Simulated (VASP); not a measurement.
# IrPt (R-3m) in VASP: further runs, part 2 of 2

VASP 6.6.1. Earlier steps stand in the parts before.

## Step 3: Relaxation of volume and atoms at fixed shape, LDA

This run uses another cell than the first one, of 15.11 Å³/atom, 1.058 times its volume.

Contents of INCAR:

```
SYSTEM = IrPt
PREC     = Accurate       ! precision mode
ENCUT    = 600            ! plane-wave cutoff, eV
EDIFF    = 1E-6           ! SCF threshold, eV
ISMEAR   = 1              ! smearing method
SIGMA    = 0.05           ! smearing width, eV
LREAL    = .False.        ! projectors in reciprocal space
LASPH    = .True.         ! aspherical terms in the spheres
NELM     = 100            ! most SCF steps
ALGO     = Normal         ! electronic algorithm
ISIF     = 8              ! what is computed and relaxed
LWAVE    = .False.        ! write WAVECAR
LCHARG   = .False.        ! write CHGCAR
GGA      = CA             ! functional
IBRION   = 2              ! ionic algorithm
NSW      = 60             ! ionic steps
EDIFFG   = -0.03          ! ionic threshold
```

Contents of KPOINTS:

```
regular mesh
0
Gamma
  7 7 7
  0 0 0
```

Contents of POSCAR:

```
IrPt
1.0
    1.3924200000      0.8039200000      4.4997000000
   -1.3924200000      0.8039200000      4.4997000000
    0.0000000000     -1.6078300000      4.4997000000
Ir Pt
1 1
Direct
    0.0000000000      0.0000000000      0.0000000000
    0.5000000000      0.5000000000      0.5000000000
```

Potentials or basis: VASP PAW LDA potentials, release 64 (Ir, Pt).

The run is started by

```sh
> cat potpaw_LDA.64/Ir/POTCAR potpaw_LDA.64/Pt/POTCAR > POTCAR
> mpirun -np 1 vasp_std > vasp.out
```

OUTCAR:

```text
SYSTEM = IrPt
   PREC = Accurate
   ENCUT = 600
   EDIFF = 1E-6
   ISMEAR = 1
   LREAL = .False.
   LASPH = .True.
   NELM = 100
   ISIF = 8
   GGA = CA
   IBRION = 2
   NSW = 60
   EDIFFG = -0.03

 ion  position               nearest neighbor table
   1  0.000  0.000  0.000-   2 2.77   2 2.77   2 2.77   2 2.77   2 2.77   2 2.77
   2  0.500  0.500  0.500-   1 2.77   1 2.77   1 2.77   1 2.77   1 2.77   1 2.77

  LATTYP: Found a trigonal (rhomboedric) cell.
 ALAT       =     4.7783282550
 COS(alpha) =     0.8301675467

  Lattice vectors:

 A1 = (   1.3924200000,   0.8039200000,   4.4997000000)
 A2 = (  -1.3924200000,   0.8039200000,   4.4997000000)
 A3 = (   0.0000000000,  -1.6078300000,   4.4997000000)

Analysis of symmetry for initial positions (statically):
=====================================================================
 Subroutine PRICEL returns:
 Original cell was already a primitive cell.

 Routine SETGRP: Setting up the symmetry group for a
 trigonal (rhombohedral) supercell.

 Subroutine GETGRP returns: Found 12 space group operations
 (whereof 12 operations were pure point group operations)
 out of a pool of 12 trial point group operations.

The static configuration has the point symmetry D_3d.

Analysis of symmetry for dynamics (positions and initial velocities):
=====================================================================
 Subroutine PRICEL returns:
 Original cell was already a primitive cell.

 Routine SETGRP: Setting up the symmetry group for a
 trigonal (rhombohedral) supercell.

 Subroutine GETGRP returns: Found 12 space group operations
 (whereof 12 operations were pure point group operations)
 out of a pool of 12 trial point group operations.

The dynamic configuration has the point symmetry D_3d.

 Subroutine INISYM returns: Found 12 space group operations
 (whereof 12 operations are pure point group operations),
 and found     1 'primitive' translations

----------------------------------------------------------------------------------------

                                     Primitive cell

  volume of cell :      30.2215

  direct lattice vectors                    reciprocal lattice vectors
     1.392420000  0.803920000  4.499700000     0.359087057  0.207318337  0.074078859
    -1.392420000  0.803920000  4.499700000    -0.359087057  0.207318337  0.074078859
     0.000000000 -1.607830000  4.499700000     0.000000000 -0.414636675  0.074079320

  length of vectors
     4.778328255  4.778328255  4.778327887     0.421203140  0.421203140  0.421202229

  position of ions in fractional coordinates (direct lattice)
     0.000000000  0.000000000  0.000000000
     0.500000000  0.500000000  0.500000000

  ion indices of the primitive-cell ions
   primitive index   ion index
                 1           1
                 2           2

----------------------------------------------------------------------------------------

 KPOINTS: regular mesh

Automatic generation of k-mesh.
 Grid dimensions read from file:
 generate k-points for:    7    7    7

[... 48 lines left out ...]
   dimension x,y,z NGX =    40 NGY =   40 NGZ =   40
   dimension x,y,z NGXF=    80 NGYF=   80 NGZF=   80
   ions per type =               1   1
   NGX,Y,Z   is equivalent  to a cutoff of  13.92, 13.92, 13.92 a.u.
   NGXF,Y,Z  is equivalent  to a cutoff of  27.83, 27.83, 27.83 a.u.
 SYSTEM =  IrPt
   PREC   = accura    normal or accurate (medium, high low for compatibility)
   ISTART =      0    job   : 0-new  1-cont  2-samecut
   ICHARG =      2    charge: 1-file 2-atom 10-const
   ISPIN  =      1    spin polarized calculation?
   LNONCOLLINEAR =      F non collinear calculations
   LSORBIT =      F    spin-orbit coupling
   LASPH  =      T    aspherical Exc in radial PAW
   ENCUT  =  600.0 eV  44.10 Ry    6.64 a.u.   9.54  9.54  9.54*2*pi/ulx,y,z
   NELM   =    100;   NELMIN=  2; NELMDL= -5     # of ELM steps
   EDIFF  = 0.1E-05   stopping-criterion for ELM
   LREAL  =      F    real-space projection
   EDIFFG = -.3E-01   stopping-criterion for IOM
   NSW    =     60    number of steps for IOM
   IBRION =      2    ionic relax: 0-MD 1-quasi-New 2-CG
   NFREE  =      1    steps in history (QN), initial steepest desc. (CG)
   ISIF   =      8    stress and relaxation
   ISYM   =      2    0-nonsym 1-usesym 2-fastsym
   POTIM  = 0.5000    time-step for ionic-motion
   TEBEG  =    0.0;   TEEND  =   0.0 temperature during run
   PSTRESS=    0.0 pullay stress
   NELECT =      19.0000    total number of electrons
   NUPDOWN=      -1.0000    fix difference up-down
   EMIN   =  10.00;   EMAX   =-10.00  energy-range for DOS
   EFERMI =   0.00;   METHOD = LEGACY
   ISMEAR =     1;   SIGMA  =   0.05  broadening in eV -4-tet -1-fermi 0-gaus
   EFERMI_NEDOS =   21; number of points for ismear=-14 and -15
   IALGO  =     38    algorithm
   IMIX   =      4    mixing-type and parameters
     AMIX     =   0.40;   BMIX     =  1.00
     AMIX_MAG =   1.60;   BMIX_MAG =  1.00
  volume/ion in A,a.u.               =      15.11       101.97
  Fermi-wavevector in a.u.,A,eV,Ry     =   1.402450  2.650246 26.760830  1.966866
  Thomas-Fermi vector in A             =   2.525210
   LORBIT       =      0    0 simple, 1 ext, 2 COOP (PROOUT), +10 PAW based schemes
   GGA     = CA    functional components
   LHFCALC =     F    Hartree Fock is set to
   AEXX    =    0.0000 exact exchange contribution
   IVDW    =     0    specifies the selected vdW correction
   LEPSILON=     F    determine dielectric tensor
   LRPA    =     F    only Hartree local field effects (RPA)
 conjugate gradient relaxation of ions
 non-spin polarized calculation
 Methfessel and Paxton  Order N= 1 SIGMA  =   0.05
  energy-cutoff  :      600.00
  volume of cell :       30.22
 maximum number of plane-waves:      1031
 NGX is ok and might be reduce to    40
   NGX = 19   NGY = 19   NGZ = 19

--------------------------------------- Ionic step        1  -------------------------------------------

 number of electron      18.9999999 magnetization

 Free energy of the ion-electron system (eV)
  ---------------------------------------------------
  ext. energy  EPLUGINS =         0.00000000
  ---------------------------------------------------
  free energy    TOTEN  =       -17.62045328 eV

  energy without entropy =      -17.61956847  energy(sigma->0) =      -17.62015834

------------------------ aborting loop because EDIFF is reached ----------------------------------------

  FORCE on cell =-STRESS in cart. coord.  units (eV):
  Direction    XX          YY          ZZ          XY          YZ          ZX
  --------------------------------------------------------------------------------------
  -------------------------------------------------------------------------------------
  Total       -2.8458909     -2.8459094     -3.3917764      0.0000000     -0.0000025      0.0000000
  in kB     -150.8734207   -150.8743984   -179.8132527      0.0000000     -0.0001332      0.0000000
  external PRESSURE =    -160.5203573 kB  Pullay stress =       0.0000000 kB
[... 131 lines left out ...]
--------------------------------------- Ionic step        5  -------------------------------------------

 number of electron      18.9999999 magnetization

 Free energy of the ion-electron system (eV)
  ---------------------------------------------------
  ext. energy  EPLUGINS =         0.00000000
  ---------------------------------------------------
  free energy    TOTEN  =       -17.70086069 eV

  energy without entropy =      -17.70000202  energy(sigma->0) =      -17.70057447

 E-fermi :  11.1262     XC(G=0): -14.0181

 val. band max:       11.1135291130   @ k =  -0.2857   0.2857   0.1429
 cond. band min:      11.1345373656   @ k =   0.2857   0.1429  -0.0000
 fundamental gap:      0.0210082526
 Fermi energy:        11.1261864606

 k-point     1 :       0.0000    0.0000    0.0000
  band No.  band energies     occupation
      1       0.2112      2.00000
      2       3.1859      2.00000
      3       6.8636      2.00000
      4       6.8636      2.00000
      5       7.1894      2.00000
      6       7.1967      2.00000
      7       7.1967      2.00000
      8       9.6155      2.00000
      9       9.6155      2.00000
     10      10.5006      2.00000
     11      11.6772     -0.00000
     12      11.6772     -0.00000
     13      17.9263      0.00000
[... 354 lines left out ...]
  band No.  band energies     occupation
      1       2.8749      2.00000
      2       4.8075      2.00000
      3       5.7168      2.00000
      4       5.8286      2.00000
      5       6.4523      2.00000
      6       7.4252      2.00000
      7       8.2053      2.00000
      8       8.9329      2.00000
      9       9.5250      2.00000
     10      10.4476      2.00000
     11      10.6612      2.00000
     12      13.6423      0.00000
     13      21.8530      0.00000

 [... further k-points ...]
[... 5 lines left out ...]
  --------------------------------------------------------------------------------------
  -------------------------------------------------------------------------------------
  Total        0.1888408      0.1888420     -0.3632234      0.0000000     -0.0000003      0.0000000
  in kB       10.5441681     10.5442364    -20.2810469      0.0000000     -0.0000150      0.0000000
  external PRESSURE =       0.2691192 kB  Pullay stress =       0.0000000 kB
[... 17 lines left out ...]
  FREE ENERGIE OF THE ION-ELECTRON SYSTEM (eV)
  ---------------------------------------------------
  free  energy   TOTEN  =       -17.7008606871 eV

  energy  without entropy=      -17.7000020245  energy(sigma->0) =      -17.70057447

 reached required accuracy - stopping structural energy minimisation
```

It took 62 s on 1 thread of Intel Xeon 6975P-C (Granite Rapids), shared host; peak memory 0.24 GiB.

What came out:

* Free energy: -17.7009 eV
* Relaxed volume: 14.35 Å³/atom
* Relaxed cell: a = 4.696 Å, b = 4.696 Å, c = 4.696 Å, α = 33.88°, β = 33.88°, γ = 33.88°
* Space group after relaxing (to 0.05 Å): R-3m (No. 166)
* Energy gained by relaxing: 40.2 meV/atom
* Ionic steps: 5
* Pressure after relaxing: 0.0 GPa

The path:
```tsv
step	energy change (eV)	largest force (eV/Å)	pressure (GPa)	volume (Å³)
1	0.0000	0.0000	-16.05	30.22
2	1.0991	0.0000	97.51	24.07
3	-0.0800	0.0000	-1.31	28.81
4	-0.0804	0.0000	-0.38	28.73
5	-0.0804	0.0000	0.03	28.69
```

Final structure:
```
Ir Pt
1.0
     1.36856    0.79014    4.42259
    -1.36856    0.79014    4.42259
     0.00000   -1.58028    4.42259
Ir Pt
1 1
Direct
  0.00000 0.00000 0.00000
  0.50000 0.50000 0.50000
```

Caveat: the k points lie up to 0.38 Å⁻¹ apart in the final cell; spin-orbit coupling is left out, which moves the levels of the heavy elements.
